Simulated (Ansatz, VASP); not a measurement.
## Two plane-wave programs on Al2O3

INCAR

```
SYSTEM = Al2O3
PREC     = Accurate       ! precision mode
ENCUT    = 520            ! plane-wave cutoff, eV
EDIFF    = 1E-7           ! SCF threshold, eV
ISMEAR   = 0              ! smearing method
SIGMA    = 0.01           ! smearing width, eV
LREAL    = .False.        ! projectors in reciprocal space
LASPH    = .True.         ! aspherical terms in the spheres
NELM     = 60             ! most SCF steps
ALGO     = Normal         ! electronic algorithm
ISIF     = 2              ! what is computed and relaxed
LWAVE    = .False.        ! write WAVECAR
LCHARG   = .False.        ! write CHGCAR
NBANDS   = 35             ! bands
```

The input KPOINTS:

```
Automatic mesh
0
Gamma
  6 4 8
  0 0 0
```

Contents of POSCAR:

```
Al2O3
1.0
    4.6137770000      0.0000000000      0.0000000000
    0.0000000000      9.5632790000      0.0000000000
    0.0000000000      0.0000000000      3.1198620000
Al O
4 6
Direct
    0.5170250000      0.3245730000      0.5000000000
    0.4829750000      0.6754270000      0.5000000000
    0.0170250000      0.1754270000      0.0000000000
    0.9829750000      0.8245730000      0.0000000000
    0.8763650000      0.2469500000      0.5000000000
    0.0000000000      0.0000000000      0.0000000000
    0.6236350000      0.7469500000      0.0000000000
    0.3763650000      0.2530500000      0.0000000000
    0.1236350000      0.7530500000      0.5000000000
    0.5000000000      0.5000000000      0.5000000000
```

Input for Ansatz:

```yaml
crystal:
  lattice:
    - [4.613777, 0.0, 0.0]
    - [0.0, 9.563279, 0.0]
    - [0.0, 0.0, 3.119862]
  atoms:
    - { symbol: Al, position: [0.517025, 0.324573, 0.5] }
    - { symbol: Al, position: [0.482975, 0.675427, 0.5] }
    - { symbol: Al, position: [0.017025, 0.175427, 0.0] }
    - { symbol: Al, position: [0.982975, 0.824573, 0.0] }
    - { symbol: O, position: [0.876365, 0.24695, 0.5] }
    - { symbol: O, position: [0.0, 0.0, 0.0] }
    - { symbol: O, position: [0.623635, 0.74695, 0.0] }
    - { symbol: O, position: [0.376365, 0.25305, 0.0] }
    - { symbol: O, position: [0.123635, 0.75305, 0.5] }
    - { symbol: O, position: [0.5, 0.5, 0.5] }
kpoints:
  mp_grid:
    grid: [6, 4, 8]
hamiltonian:
  xc: lda
scf:
  n_extra_bands: 26
  occupations:
    method: fixed
output:
  dos:
    de: 0.1
    projected: true
```

Alike in both runs: task single point; functional LDA; k mesh 6 × 4 × 8; no spin polarisation.

|  | VASP | Ansatz |
| --- | --- | --- |
| version | VASP 6.6.1 | Ansatz 0.2.0 |
| potentials or method | VASP PAW LDA potentials, release 64 (Al, O) | plane waves, PAW |
| plane-wave cutoff (eV) | 520 | 420 |
| occupations | gaussian, width 0.01 eV | fixed |
| valence electrons in the cell | 48 | 48 |

|  | VASP | Ansatz | Ansatz less VASP |
| --- | --- | --- | --- |
| gap on the k mesh at the Fermi level (eV) | 3.35 | 3.36 | +0.011 |

LDA's correlation is that of Perdew and Zunger in VASP and of Perdew and Wang (1992) in Ansatz.
